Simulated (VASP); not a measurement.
# Rh (Fm-3m) in VASP: further runs

Rh is run at these levels: PBEsol; tasks: single point, relaxation of cell and atoms.

Everything below comes from runs of VASP 6.6.1. Logs are shortened: lines on timing, memory, paths and dates and some standing lists are left out, and cuts for length are marked.

### Step 1. The cell of the first run

It takes space group Fm-3m (No. 225, cubic). The conventional cell has a = 3.780 Å, b = 3.780 Å, c = 3.780 Å, α = 90.00°, β = 90.00°, γ = 90.00°. Within 3.5 Å of Rh (site symmetry m-3m) lie 12 Rh at 2.67 Å.

### Step 2. Single point, PBEsol

Input file INCAR:

```
SYSTEM = Rh
ALGO     = Normal         ! electronic algorithm
EDIFF    = 1E-6           ! SCF threshold, eV
ENCUT    = 500            ! plane-wave cutoff, eV
GGA      = PS             ! functional
GGA_COMPAT= .False.      
ISIF     = 2              ! what is computed and relaxed
ISMEAR   = 0              ! smearing method
LASPH    = .True.         ! aspherical terms in the spheres
LCHARG   = .True.         ! write CHGCAR
LELF     = .True.         ! ELF
LREAL    = .False.        ! projectors in reciprocal space
LVHAR    = .True.       
LWAVE    = .False.        ! write WAVECAR
NBANDS   = 14             ! bands
NELM     = 120            ! most SCF steps
PREC     = Accurate       ! precision mode
SIGMA    = 0.1            ! smearing width, eV
```

Input file KPOINTS:

```
k-points
0
Gamma
  9 9 9
  0 0 0
```

Input file POSCAR:

```
Rh
1.0
    0.0000000000      1.8900618592      1.8900618592
    1.8900618592      0.0000000000      1.8900618592
    1.8900618592      1.8900618592      0.0000000000
Rh
1
Direct
    0.0000000000      0.0000000000      0.0000000000
```

Potentials or basis: VASP PAW PBE potentials, release 64 (Rh_pv).

Command:

```sh
> cat potpaw_PBE.64/Rh_pv/POTCAR > POTCAR
> mpirun -np 1 vasp_std > vasp.out
```

OUTCAR:

```text
SYSTEM = Rh
   EDIFF = 1E-6
   ENCUT = 500
   GGA = PS
   ISIF = 2
   ISMEAR = 0
   LASPH = .True.
   LREAL = .False.
   NELM = 120
   PREC = Accurate

 ion  position               nearest neighbor table
   1  0.000  0.000  0.000-

  LATTYP: Found a face centered cubic cell.
 ALAT       =     3.7801237184

  Lattice vectors:

 A1 = (   0.0000000000,   1.8900618592,   1.8900618592)
 A2 = (   1.8900618592,   0.0000000000,   1.8900618592)
 A3 = (   1.8900618592,   1.8900618592,   0.0000000000)

Analysis of symmetry for initial positions (statically):
=====================================================================
 Subroutine PRICEL returns:
 Original cell was already a primitive cell.

 Routine SETGRP: Setting up the symmetry group for a
 face centered cubic supercell.

 Subroutine GETGRP returns: Found 48 space group operations
 (whereof 48 operations were pure point group operations)
 out of a pool of 48 trial point group operations.

The static configuration has the point symmetry O_h .

Analysis of symmetry for dynamics (positions and initial velocities):
=====================================================================
 Subroutine PRICEL returns:
 Original cell was already a primitive cell.

 Routine SETGRP: Setting up the symmetry group for a
 face centered cubic supercell.

 Subroutine GETGRP returns: Found 48 space group operations
 (whereof 48 operations were pure point group operations)
 out of a pool of 48 trial point group operations.

The dynamic configuration has the point symmetry O_h .

 Subroutine INISYM returns: Found 48 space group operations
 (whereof 48 operations are pure point group operations),
 and found     1 'primitive' translations

----------------------------------------------------------------------------------------

                                     Primitive cell

  volume of cell :      13.5039

  direct lattice vectors                    reciprocal lattice vectors
     0.000000000  1.890061859  1.890061859    -0.264541606  0.264541606  0.264541606
     1.890061859  0.000000000  1.890061859     0.264541606 -0.264541606  0.264541606
     1.890061859  1.890061859  0.000000000     0.264541606  0.264541606 -0.264541606

  length of vectors
     2.672951115  2.672951115  2.672951115     0.458199503  0.458199503  0.458199503

  position of ions in fractional coordinates (direct lattice)
     0.000000000  0.000000000  0.000000000

  ion indices of the primitive-cell ions
   primitive index   ion index
                 1           1

----------------------------------------------------------------------------------------

 KPOINTS: k-points

Automatic generation of k-mesh.
 Grid dimensions read from file:
 generate k-points for:    9    9    9

 Generating k-lattice:

  Cartesian coordinates                     Fractional coordinates (reciprocal lattice)
    -0.029393512  0.029393512  0.029393512     0.111111111  0.000000000  0.000000000
     0.029393512 -0.029393512  0.029393512     0.000000000  0.111111111  0.000000000
     0.029393512  0.029393512 -0.029393512     0.000000000  0.000000000  0.111111111

  Length of vectors
     0.050911056  0.050911056  0.050911056

  Shift w.r.t. Gamma in fractional coordinates (k-lattice)
     0.000000000  0.000000000  0.000000000

 Subroutine IBZKPT returns following result:
 ===========================================

 Found     35 irreducible k-points:

 Following reciprocal coordinates:
            Coordinates               Weight
  0.000000  0.000000  0.000000      1.000000
  0.111111  0.000000  0.000000      8.000000
  0.222222  0.000000  0.000000      8.000000
  0.333333  0.000000  0.000000      8.000000
  0.444444  0.000000  0.000000      8.000000
  0.111111  0.111111  0.000000      6.000000
[... 16 lines left out ...]
 -0.333333  0.333333  0.000000     12.000000
  0.444444  0.444444  0.000000      6.000000
 [... further k-points ...]
   k-points           NKPTS =     35   k-points in BZ     NKDIM =     35   number of bands    NBANDS=     14
   number of dos      NEDOS =    301   number of ions     NIONS =      1
   total plane-waves  NPLWV =   8000
   dimension x,y,z NGX =    20 NGY =   20 NGZ =   20
   dimension x,y,z NGXF=    40 NGYF=   40 NGZF=   40
   ions per type =               1
   NGX,Y,Z   is equivalent  to a cutoff of  12.44, 12.44, 12.44 a.u.
   NGXF,Y,Z  is equivalent  to a cutoff of  24.88, 24.88, 24.88 a.u.
 SYSTEM =  Rh
   PREC   = accura    normal or accurate (medium, high low for compatibility)
   ISTART =      0    job   : 0-new  1-cont  2-samecut
   ICHARG =      2    charge: 1-file 2-atom 10-const
   ISPIN  =      1    spin polarized calculation?
   LNONCOLLINEAR =      F non collinear calculations
   LSORBIT =      F    spin-orbit coupling
   LASPH  =      T    aspherical Exc in radial PAW
   ENCUT  =  500.0 eV  36.75 Ry    6.06 a.u.   4.87  4.87  4.87*2*pi/ulx,y,z
   NELM   =    120;   NELMIN=  2; NELMDL= -5     # of ELM steps
   EDIFF  = 0.1E-05   stopping-criterion for ELM
   LREAL  =      F    real-space projection
   EDIFFG = 0.1E-04   stopping-criterion for IOM
   NSW    =      0    number of steps for IOM
   IBRION =     -1    ionic relax: 0-MD 1-quasi-New 2-CG
   NFREE  =      0    steps in history (QN), initial steepest desc. (CG)
   ISIF   =      2    stress and relaxation
   ISYM   =      2    0-nonsym 1-usesym 2-fastsym
   POTIM  = 0.5000    time-step for ionic-motion
   TEBEG  =    0.0;   TEEND  =   0.0 temperature during run
   PSTRESS=    0.0 pullay stress
   NELECT =      15.0000    total number of electrons
   NUPDOWN=      -1.0000    fix difference up-down
   EMIN   =  10.00;   EMAX   =-10.00  energy-range for DOS
   EFERMI =   0.00;   METHOD = LEGACY
   ISMEAR =     0;   SIGMA  =   0.10  broadening in eV -4-tet -1-fermi 0-gaus
   EFERMI_NEDOS =   21; number of points for ismear=-14 and -15
   IALGO  =     38    algorithm
   IMIX   =      4    mixing-type and parameters
     AMIX     =   0.40;   BMIX     =  1.00
     AMIX_MAG =   1.60;   BMIX_MAG =  1.00
  volume/ion in A,a.u.               =      13.50        91.13
  Fermi-wavevector in a.u.,A,eV,Ry     =   1.695454  3.203943 39.110801  2.874563
  Thomas-Fermi vector in A             =   2.776495
   LORBIT       =      0    0 simple, 1 ext, 2 COOP (PROOUT), +10 PAW based schemes
   GGA     = PS    functional components
   LHFCALC =     F    Hartree Fock is set to
   AEXX    =    0.0000 exact exchange contribution
   IVDW    =     0    specifies the selected vdW correction
   LEPSILON=     F    determine dielectric tensor
   LRPA    =     F    only Hartree local field effects (RPA)
 non-spin polarized calculation
 Gauss-broadening in eV      SIGMA  =   0.10
  energy-cutoff  :      500.00
  volume of cell :       13.50
 maximum number of plane-waves:       349
   NGX =  9   NGY =  9   NGZ =  9

 number of electron      15.0000007 magnetization

 Free energy of the ion-electron system (eV)
  ---------------------------------------------------
  ext. energy  EPLUGINS =         0.00000000
  ---------------------------------------------------
  free energy    TOTEN  =        -8.13456668 eV

  energy without entropy =       -8.12922265  energy(sigma->0) =       -8.13189467

 E-fermi :  12.0124     XC(G=0): -14.3365

 val. band max:       11.9283237357   @ k =   0.3333   0.2222   0.0000
 cond. band min:      12.0184147955   @ k =  -0.3333   0.3333   0.0000
 fundamental gap:      0.0900910598
 Fermi energy:        12.0123721008

 k-point     1 :       0.0000    0.0000    0.0000
  band No.  band energies     occupation
      1     -34.2935      2.00000
      2     -34.2935      2.00000
      3     -34.2935      2.00000
      4       3.9003      2.00000
      5       8.9008      2.00000
      6       8.9008      2.00000
      7       8.9008      2.00000
      8      11.0608      2.00000
      9      11.0608      2.00000
     10      28.0190      0.00000
     11      32.3652      0.00000
     12      33.5553      0.00000
     13      33.5553      0.00000
     14      33.5553      0.00000

 k-point     2 :       0.1111    0.0000    0.0000
  band No.  band energies     occupation
      1     -34.3882      2.00000
      2     -34.3062      2.00000
      3     -34.3062      2.00000
      4       4.3919      2.00000
      5       8.6985      2.00000
      6       9.0828      2.00000
      7       9.0828      2.00000
      8      10.9694      2.00000
      9      10.9694      2.00000
     10      28.7139      0.00000
     11      31.3898      0.00000
     12      32.3695      0.00000
     13      34.2908      0.00000
     14      34.2908      0.00000

 k-point     3 :       0.2222    0.0000    0.0000
  band No.  band energies     occupation
      1     -34.6241      2.00000
      2     -34.3383      2.00000
      3     -34.3383      2.00000
      4       5.4998      2.00000
      5       8.5949      2.00000
      6       9.2917      2.00000
      7       9.2917      2.00000
      8      11.0834      2.00000
      9      11.0834      2.00000
     10      28.0932      0.00000
     11      29.7288      0.00000
     12      32.3675      0.00000
     13      36.1785      0.00000
     14      36.1785      0.00000
[... 324 lines left out ...]
 k-point    23 :      -0.3333    0.3333    0.0000
  band No.  band energies     occupation
      1     -34.8235      2.00000
      2     -34.8188      2.00000
      3     -34.4826      2.00000
      4       6.8592      2.00000
      5       7.8211      2.00000
      6       9.0605      2.00000
      7      10.7954      2.00000
      8      12.0184      0.93190
      9      18.7734      0.00000
     10      22.1129      0.00000
     11      24.2295      0.00000
     12      30.7471      0.00000
     13      32.2805      0.00000
     14      32.4282      0.00000

 k-point    24 :       0.4444    0.4444    0.0000
  band No.  band energies     occupation
      1     -35.0093      2.00000
      2     -34.5718      2.00000
      3     -34.5718      2.00000
      4       5.6498      2.00000
      5       6.0167      2.00000
      6      12.5932      0.00000
      7      12.9027      0.00000
      8      12.9027      0.00000
      9      14.6360      0.00000
     10      25.3216      0.00000
     11      25.8052      0.00000
     12      25.8052      0.00000
     13      32.3522      0.00000
     14      35.2202      0.00000

 [... further k-points ...]

------------------------ aborting loop because EDIFF is reached ----------------------------------------

  FORCE on cell =-STRESS in cart. coord.  units (eV):
  Direction    XX          YY          ZZ          XY          YZ          ZX
  --------------------------------------------------------------------------------------
  -------------------------------------------------------------------------------------
  Total       -0.0012772     -0.0012772     -0.0012772     -0.0000000     -0.0000000      0.0000000
  in kB       -0.1515337     -0.1515337     -0.1515337     -0.0000000     -0.0000000      0.0000000
  external PRESSURE =      -0.1515337 kB  Pullay stress =       0.0000000 kB

 VOLUME and BASIS-vectors are now :
 -----------------------------------------------------------------------------
  energy-cutoff  :      500.00
  volume of cell :       13.50
      direct lattice vectors                 reciprocal lattice vectors
     0.000000000  1.890061859  1.890061859    -0.264541606  0.264541606  0.264541606
     1.890061859  0.000000000  1.890061859     0.264541606 -0.264541606  0.264541606
     1.890061859  1.890061859  0.000000000     0.264541606  0.264541606 -0.264541606

 POSITION                                       TOTAL-FORCE (eV/Angst)
 -----------------------------------------------------------------------------------
      0.00000      0.00000      0.00000         0.000000      0.000000      0.000000
 -----------------------------------------------------------------------------------
    total drift:                               -0.000000     -0.000000     -0.000000

  FREE ENERGIE OF THE ION-ELECTRON SYSTEM (eV)
  ---------------------------------------------------
  free  energy   TOTEN  =        -8.1345666832 eV

  energy  without entropy=       -8.1292226522  energy(sigma->0) =       -8.13189467
```

Wall time 3 s (1 thread of AMD EPYC 9R45 (Zen 5), shared host); peak memory 0.09 GiB.

Results:

```
Free energy            : -8.1346 eV
Pressure               : 0.0 GPa
Band gap on the k mesh : zero (an odd number of electrons rules out a gap without spin polarisation)
```

Levels at points of the mesh, in eV from the Fermi level:
```
           k point  band 5  band 6  band 7  band 8  band 9  band 10  band 11  band 12
(0.00, 0.00, 0.00)   -3.11   -3.11   -3.11   -0.95   -0.95    16.01    20.35    21.54
```

Caveat: the PAW data sets were made with another functional, which shifts forces and pressure a little.

### Step 3. Relaxation of cell and atoms, PBEsol

This run uses another cell than the first one, of 13.67 Å³/atom.

Input file INCAR:

```
ALGO = Normal
EDIFF = 1E-7
EDIFFG = -0.03
ENCUT = 500
GGA = PS
GGA_COMPAT = F
IBRION = 2
ISIF = 3
ISMEAR = 0
LASPH = T
LCHARG = F
LREAL = F
LWAVE = F
NELM = 120
NELMIN = 4
NSW = 50
PREC = Accurate
SIGMA = 0.1
```

Input file KPOINTS:

```
k-points
0
Gamma
  9 9 9
```

Input file POSCAR:

```
Rh
1.0
    0.0000000000      1.8978500000      1.8978500000
    1.8978500000      0.0000000000      1.8978500000
    1.8978500000      1.8978500000      0.0000000000
Rh
1
Direct
    0.0000000000      0.0000000000      0.0000000000
```

Potentials or basis: VASP PAW PBE potentials, release 64 (Rh_pv).

Command:

```sh
> cat potpaw_PBE.64/Rh_pv/POTCAR > POTCAR
> mpirun -np 1 vasp_std > vasp.out
```

Run time: 5.7 s. Hardware: 1 thread of AMD EPYC 9R45 (Zen 5), shared host; peak memory 0.1 GiB.

Results (log left out):

| Property | Result |
| --- | --- |
| Free energy | -8.1347 eV |
| Relaxed volume | 13.50 Å³/atom |
| Relaxed cell | a = 2.673 Å, b = 2.673 Å, c = 2.673 Å, α = 60.00°, β = 60.00°, γ = 60.00° |
| Space group after relaxing (to 0.1 Å) | Fm-3m (No. 225) |
| Energy gained by relaxing | 1.9 meV/atom |
| Ionic steps | 3 |
| Pressure after relaxing | 0.0 GPa |
| Band gap on the k mesh | zero (an odd number of electrons rules out a gap without spin polarisation) |

The path:
| step | energy change (eV) | largest force (eV/Å) | pressure (GPa) | volume (Å³) |
| --- | --- | --- | --- | --- |
| 1 | 0.0000 | 0.0000 | -3.53 | 13.67 |
| 2 | 0.0109 | 0.0000 | 10.14 | 13.08 |
| 3 | -0.0019 | 0.0000 | -0.02 | 13.50 |

Final structure:
```xyz
1
Lattice="0.0000 1.8901 1.8901 1.8901 0.0000 1.8901 1.8901 1.8901 0.0000" Properties=species:S:1:pos:R:3 pbc="T T T"
Rh    0.0000    0.0000    0.0000
```

Levels at points of the mesh, in eV from the Fermi level:
| k point | band 4 | band 5 | band 6 | band 7 | band 8 | band 9 | band 10 | band 11 |
| --- | --- | --- | --- | --- | --- | --- | --- | --- |
| (0.00, 0.00, 0.00) | -8.11 | -3.11 | -3.11 | -3.11 | -0.95 | -0.95 | 16.01 | 20.35 |

Caveat: the PAW data sets were made with another functional, which shifts forces and pressure a little.
